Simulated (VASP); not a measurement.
# TlBr (Pm-3m) in VASP: notebook

The runs below take TlBr through single point, with PBE.

Everything below comes from runs of VASP 6.6.1. Logs are shortened: lines on timing, memory, paths and dates and some standing lists are left out, and cuts for length are marked.

**1. The cell of the first run**

Symmetry: Pm-3m, No. 221, cubic system. The conventional cell has a = 3.946 Å, b = 3.946 Å, c = 3.946 Å, α = 90.00°, β = 90.00°, γ = 90.00°. Within 4.5 Å of Tl (site symmetry m-3m) lie 8 Br at 3.42 Å and 6 Tl at 3.95 Å. Br (site symmetry m-3m) has 8 Tl at 3.42 Å and 6 Br at 3.95 Å within 4.5 Å.

**2. Single point, PBE**

Contents of INCAR:

```
SYSTEM = TlBr
PREC = Accurate
ENCUT = 500
EDIFF = 1E-6
ISMEAR = 0
SIGMA = 0.01
LREAL = .FALSE.
LASPH = .TRUE.
NELM = 120
ALGO = Normal
ISIF = 2
LWAVE = .FALSE.
LCHARG = .FALSE.
GGA = PE
NBANDS = 17
GGA_COMPAT = .FALSE.
```

Contents of KPOINTS:

```
Automatic mesh
0
G
  4 4 4
  0 0 0
```

Contents of POSCAR:

```
TlBr
1.0
    3.9461932901      0.0000000000      0.0000000000
    0.0000000000      3.9461932901      0.0000000000
    0.0000000000      0.0000000000      3.9461932901
Tl Br
1 1
Direct
    0.0000000000      0.0000000000      0.0000000000
    0.5000000000      0.5000000000      0.5000000000
```

Potentials or basis: VASP PAW PBE potentials, release 64 (Tl_d, Br).

The run is started by

```console
$ cat potpaw_PBE.64/Tl_d/POTCAR potpaw_PBE.64/Br/POTCAR > POTCAR
$ mpirun -np 1 vasp_std > vasp.out
```

OUTCAR:

```text
SYSTEM = TlBr
   PREC = Accurate
   ENCUT = 500
   EDIFF = 1E-6
   ISMEAR = 0
   LREAL = .FALSE.
   LASPH = .TRUE.
   NELM = 120
   ISIF = 2
   GGA = PE

 ion  position               nearest neighbor table
   1  0.000  0.000  0.000-   2 3.42   2 3.42   2 3.42   2 3.42   2 3.42   2 3.42   2 3.42   2 3.42

   2  0.500  0.500  0.500-   1 3.42   1 3.42   1 3.42   1 3.42   1 3.42   1 3.42   1 3.42   1 3.42

  LATTYP: Found a simple cubic cell.
 ALAT       =     3.9461932901

  Lattice vectors:

 A1 = (   3.9461932901,   0.0000000000,   0.0000000000)
 A2 = (   0.0000000000,   3.9461932901,   0.0000000000)
 A3 = (   0.0000000000,   0.0000000000,   3.9461932901)

Analysis of symmetry for initial positions (statically):
=====================================================================
 Subroutine PRICEL returns:
 Original cell was already a primitive cell.

 Routine SETGRP: Setting up the symmetry group for a
 simple cubic supercell.

 Subroutine GETGRP returns: Found 48 space group operations
 (whereof 48 operations were pure point group operations)
 out of a pool of 48 trial point group operations.

The static configuration has the point symmetry O_h .

Analysis of symmetry for dynamics (positions and initial velocities):
=====================================================================
 Subroutine PRICEL returns:
 Original cell was already a primitive cell.

 Routine SETGRP: Setting up the symmetry group for a
 simple cubic supercell.

 Subroutine GETGRP returns: Found 48 space group operations
 (whereof 48 operations were pure point group operations)
 out of a pool of 48 trial point group operations.

The dynamic configuration has the point symmetry O_h .

 Subroutine INISYM returns: Found 48 space group operations
 (whereof 48 operations are pure point group operations),
 and found     1 'primitive' translations

----------------------------------------------------------------------------------------

                                     Primitive cell

  volume of cell :      61.4519

  direct lattice vectors                    reciprocal lattice vectors
     3.946193290  0.000000000  0.000000000     0.253408773  0.000000000  0.000000000
     0.000000000  3.946193290  0.000000000     0.000000000  0.253408773  0.000000000
     0.000000000  0.000000000  3.946193290     0.000000000  0.000000000  0.253408773

  length of vectors
     3.946193290  3.946193290  3.946193290     0.253408773  0.253408773  0.253408773

  position of ions in fractional coordinates (direct lattice)
     0.000000000  0.000000000  0.000000000
     0.500000000  0.500000000  0.500000000

  ion indices of the primitive-cell ions
   primitive index   ion index
                 1           1
                 2           2

----------------------------------------------------------------------------------------

 KPOINTS: Automatic mesh

Automatic generation of k-mesh.
 Grid dimensions read from file:
 generate k-points for:    4    4    4

 Generating k-lattice:

  Cartesian coordinates                     Fractional coordinates (reciprocal lattice)
     0.063352193  0.000000000  0.000000000     0.250000000  0.000000000  0.000000000
     0.000000000  0.063352193  0.000000000     0.000000000  0.250000000  0.000000000
     0.000000000  0.000000000  0.063352193     0.000000000  0.000000000  0.250000000

  Length of vectors
     0.063352193  0.063352193  0.063352193

  Shift w.r.t. Gamma in fractional coordinates (k-lattice)
     0.000000000  0.000000000  0.000000000

 Subroutine IBZKPT returns following result:
 ===========================================

 Found     10 irreducible k-points:

 Following reciprocal coordinates:
            Coordinates               Weight
  0.000000  0.000000  0.000000      1.000000
  0.250000  0.000000  0.000000      6.000000
  0.500000  0.000000  0.000000      3.000000
  0.250000  0.250000  0.000000     12.000000
  0.500000  0.250000  0.000000     12.000000
  0.500000  0.500000  0.000000      3.000000
  0.250000  0.250000  0.250000      8.000000
  0.500000  0.250000  0.250000     12.000000
  0.500000  0.500000  0.250000      6.000000
  0.500000  0.500000  0.500000      1.000000
   k-points           NKPTS =     10   k-points in BZ     NKDIM =     10   number of bands    NBANDS=     17
   number of dos      NEDOS =    301   number of ions     NIONS =      2
   total plane-waves  NPLWV =  27000
   dimension x,y,z NGX =    30 NGY =   30 NGZ =   30
   dimension x,y,z NGXF=    60 NGYF=   60 NGZF=   60
   ions per type =               1   1
   NGX,Y,Z   is equivalent  to a cutoff of  12.64, 12.64, 12.64 a.u.
   NGXF,Y,Z  is equivalent  to a cutoff of  25.28, 25.28, 25.28 a.u.
 SYSTEM =  TlBr
   PREC   = accura    normal or accurate (medium, high low for compatibility)
   ISTART =      0    job   : 0-new  1-cont  2-samecut
   ICHARG =      2    charge: 1-file 2-atom 10-const
   ISPIN  =      1    spin polarized calculation?
   LNONCOLLINEAR =      F non collinear calculations
   LSORBIT =      F    spin-orbit coupling
   LASPH  =      T    aspherical Exc in radial PAW
   ENCUT  =  500.0 eV  36.75 Ry    6.06 a.u.   7.19  7.19  7.19*2*pi/ulx,y,z
   NELM   =    120;   NELMIN=  2; NELMDL= -5     # of ELM steps
   EDIFF  = 0.1E-05   stopping-criterion for ELM
   LREAL  =      F    real-space projection
   EDIFFG = 0.1E-04   stopping-criterion for IOM
   NSW    =      0    number of steps for IOM
   IBRION =     -1    ionic relax: 0-MD 1-quasi-New 2-CG
   NFREE  =      0    steps in history (QN), initial steepest desc. (CG)
   ISIF   =      2    stress and relaxation
   ISYM   =      2    0-nonsym 1-usesym 2-fastsym
   POTIM  = 0.5000    time-step for ionic-motion
   TEBEG  =    0.0;   TEEND  =   0.0 temperature during run
   PSTRESS=    0.0 pullay stress
   NELECT =      20.0000    total number of electrons
   NUPDOWN=      -1.0000    fix difference up-down
   EMIN   =  10.00;   EMAX   =-10.00  energy-range for DOS
   EFERMI =   0.00;   METHOD = LEGACY
   ISMEAR =     0;   SIGMA  =   0.01  broadening in eV -4-tet -1-fermi 0-gaus
   EFERMI_NEDOS =   21; number of points for ismear=-14 and -15
   IALGO  =     38    algorithm
   IMIX   =      4    mixing-type and parameters
     AMIX     =   0.40;   BMIX     =  1.00
     AMIX_MAG =   1.60;   BMIX_MAG =  1.00
  volume/ion in A,a.u.               =      30.73       207.35
  Fermi-wavevector in a.u.,A,eV,Ry     =   1.126090  2.128002 17.253261  1.268079
  Thomas-Fermi vector in A             =   2.262770
   LORBIT       =      0    0 simple, 1 ext, 2 COOP (PROOUT), +10 PAW based schemes
   GGA     = PE    functional components
   LHFCALC =     F    Hartree Fock is set to
   AEXX    =    0.0000 exact exchange contribution
   IVDW    =     0    specifies the selected vdW correction
   LEPSILON=     F    determine dielectric tensor
   LRPA    =     F    only Hartree local field effects (RPA)
 non-spin polarized calculation
 Gauss-broadening in eV      SIGMA  =   0.01
  energy-cutoff  :      500.00
  volume of cell :       61.45
 maximum number of plane-waves:      1596
 NGX is ok and might be reduce to    30
   NGX = 15   NGY = 15   NGZ = 15

 number of electron      20.0000001 magnetization

 Free energy of the ion-electron system (eV)
  ---------------------------------------------------
  ext. energy  EPLUGINS =         0.00000000
  ---------------------------------------------------
  free energy    TOTEN  =        -5.50368435 eV

  energy without entropy =       -5.50368435  energy(sigma->0) =       -5.50368435

 E-fermi :   2.7613     XC(G=0):  -9.0885

 val. band max:        2.6740890162   @ k =   0.5000   0.0000   0.0000
 cond. band min:       4.4583576782   @ k =   0.5000   0.0000   0.0000
 fundamental gap:      1.7842686621
 Fermi energy:         2.7612605553

 k-point     1 :       0.0000    0.0000    0.0000
  band No.  band energies     occupation
      1     -11.2117      2.00000
      2      -7.5021      2.00000
      3      -7.5021      2.00000
      4      -7.3117      2.00000
      5      -7.3117      2.00000
      6      -7.3117      2.00000
[... 9 lines left out ...]
     16      14.0634      0.00000
     17      16.1458      0.00000

 k-point     2 :       0.2500    0.0000    0.0000
  band No.  band energies     occupation
      1     -11.0871      2.00000
      2      -7.4964      2.00000
      3      -7.4323      2.00000
      4      -7.3452      2.00000
      5      -7.3452      2.00000
      6      -7.3087      2.00000
[... 9 lines left out ...]
     16      14.7664      0.00000
     17      15.9509      0.00000

 k-point     3 :       0.5000    0.0000    0.0000
  band No.  band energies     occupation
      1     -10.9532      2.00000
      2      -7.4906      2.00000
      3      -7.3780      2.00000
      4      -7.3780      2.00000
      5      -7.3667      2.00000
      6      -7.3057      2.00000
[... 9 lines left out ...]
     16      16.0529      0.00000
     17      16.2038      0.00000

 k-point     4 :       0.2500    0.2500    0.0000
  band No.  band energies     occupation
      1     -10.9923      2.00000
      2      -7.4612      2.00000
      3      -7.3859      2.00000
      4      -7.3496      2.00000
      5      -7.3424      2.00000
      6      -7.3353      2.00000
[... 9 lines left out ...]
     16      13.5579      0.00000
     17      14.0446      0.00000

 k-point     5 :       0.5000    0.2500    0.0000
  band No.  band energies     occupation
      1     -10.8932      2.00000
      2      -7.4476      2.00000
      3      -7.3685      2.00000
      4      -7.3489      2.00000
      5      -7.3325      2.00000
      6      -7.3197      2.00000
[... 9 lines left out ...]
     16      14.1287      0.00000
     17      14.8294      0.00000

 k-point     6 :       0.5000    0.5000    0.0000
  band No.  band energies     occupation
      1     -10.8322      2.00000
      2      -7.4239      2.00000
      3      -7.3590      2.00000
      4      -7.3590      2.00000
      5      -7.3126      2.00000
      6      -7.2549      2.00000
[... 9 lines left out ...]
     16      13.1735      0.00000
     17      13.1735      0.00000

 k-point     7 :       0.2500    0.2500    0.2500
  band No.  band energies     occupation
      1     -10.9055      2.00000
      2      -7.3869      2.00000
      3      -7.3869      2.00000
      4      -7.3715      2.00000
      5      -7.3715      2.00000
      6      -7.3233      2.00000
[... 9 lines left out ...]
     16      13.8382      0.00000
     17      16.3667      0.00000

 k-point     8 :       0.5000    0.2500    0.2500
  band No.  band energies     occupation
      1     -10.8148      2.00000
      2      -7.4185      2.00000
      3      -7.3760      2.00000
      4      -7.3730      2.00000
      5      -7.3361      2.00000
      6      -7.3019      2.00000
[... 9 lines left out ...]
     16      13.7145      0.00000
     17      17.1347      0.00000

 k-point     9 :       0.5000    0.5000    0.2500
  band No.  band energies     occupation
      1     -10.7332      2.00000
      2      -7.4108      2.00000
      3      -7.4108      2.00000
      4      -7.3826      2.00000
      5      -7.3377      2.00000
      6      -7.2533      2.00000
[... 9 lines left out ...]
     16      14.5722      0.00000
     17      17.4794      0.00000

 k-point    10 :       0.5000    0.5000    0.5000
  band No.  band energies     occupation
      1     -10.6271      2.00000
      2      -7.4608      2.00000
      3      -7.4608      2.00000
      4      -7.4608      2.00000
      5      -7.2516      2.00000
      6      -7.2516      2.00000
[... 9 lines left out ...]
     16      15.6455      0.00000
     17      19.1259      0.00000

------------------------ aborting loop because EDIFF is reached ----------------------------------------

  FORCE on cell =-STRESS in cart. coord.  units (eV):
  Direction    XX          YY          ZZ          XY          YZ          ZX
  --------------------------------------------------------------------------------------
  -------------------------------------------------------------------------------------
  Total        0.7828761      0.7828761      0.7828761      0.0000000      0.0000000     -0.0000000
  in kB       20.4112017     20.4112017     20.4112017      0.0000000      0.0000000     -0.0000000
  external PRESSURE =      20.4112017 kB  Pullay stress =       0.0000000 kB

 VOLUME and BASIS-vectors are now :
 -----------------------------------------------------------------------------
  energy-cutoff  :      500.00
  volume of cell :       61.45
      direct lattice vectors                 reciprocal lattice vectors
     3.946193290  0.000000000  0.000000000     0.253408773  0.000000000  0.000000000
     0.000000000  3.946193290  0.000000000     0.000000000  0.253408773  0.000000000
     0.000000000  0.000000000  3.946193290     0.000000000  0.000000000  0.253408773

 POSITION                                       TOTAL-FORCE (eV/Angst)
 -----------------------------------------------------------------------------------
      0.00000      0.00000      0.00000         0.000000      0.000000      0.000000
      1.97310      1.97310      1.97310         0.000000      0.000000      0.000000
 -----------------------------------------------------------------------------------
    total drift:                                0.000000     -0.000000     -0.000000

  FREE ENERGIE OF THE ION-ELECTRON SYSTEM (eV)
  ---------------------------------------------------
  free  energy   TOTEN  =        -5.5036843518 eV

  energy  without entropy=       -5.5036843518  energy(sigma->0) =       -5.50368435
```

Wall time 16 s (1 thread of Intel Xeon 8259CL, shared host); peak memory 0.17 GiB.

Results:

```yaml
Free_energy: -5.5037 eV
Pressure: 2.0 GPa
Band_gap_on_the_k_mesh: 1.78 eV
```

Caveat: spin-orbit coupling is left out, which moves the levels of the heavy elements. A k mesh can miss the band edges.

**3. Single point, PBE**

Contents of INCAR:

```
PREC = Accurate ; ENCUT = 500
EDIFF = 1E-6 ; ISMEAR = 0
SIGMA = 0.01 ; LREAL = False
LASPH = True ; NELM = 120
ALGO = Normal ; ISIF = 2
LWAVE = False ; LCHARG = False
GGA = PE ; NBANDS = 17
GGA_COMPAT = False
```

Contents of KPOINTS:

```
Automatic mesh
0
Gamma
  4 4 4
```

POSCAR is that of step 2.

Potentials or basis: VASP PAW PBE potentials, release 64 (Tl_d, Br).

The run is started by

```console
$ cat potpaw_PBE.64/Tl_d/POTCAR potpaw_PBE.64/Br/POTCAR > POTCAR
$ mpirun -np 1 vasp_std > vasp.out
```

Wall time 21 s (1 thread of Intel Xeon 8259CL, shared host); peak memory 0.17 GiB.

Results (log left out):

| Item | Value |
| --- | --- |
| Free energy | -5.5037 eV |
| Pressure | 2.0 GPa |
| Band gap on the k mesh | 1.78 eV |

Levels at points of the mesh, in eV from the valence-band top:
| k point | band 8 | band 9 | band 10 | band 11 | band 12 | band 13 |
| --- | --- | --- | --- | --- | --- | --- |
| (0.00, 0.00, 0.00) | -1.42 | -1.42 | -1.42 | 6.94 | 6.94 | 7.31 |
| (0.50, 0.00, 0.00) | -0.89 | -0.89 | 0.00 | 1.78 | 5.75 | 5.75 |
| (0.50, 0.50, 0.00) | -3.11 | -3.11 | -0.80 | 4.89 | 4.89 | 7.45 |
| (0.50, 0.50, 0.50) | -2.05 | -2.05 | -2.05 | 2.03 | 2.03 | 2.03 |

Caveat: spin-orbit coupling is left out, which moves the levels of the heavy elements. A k mesh can miss the band edges.
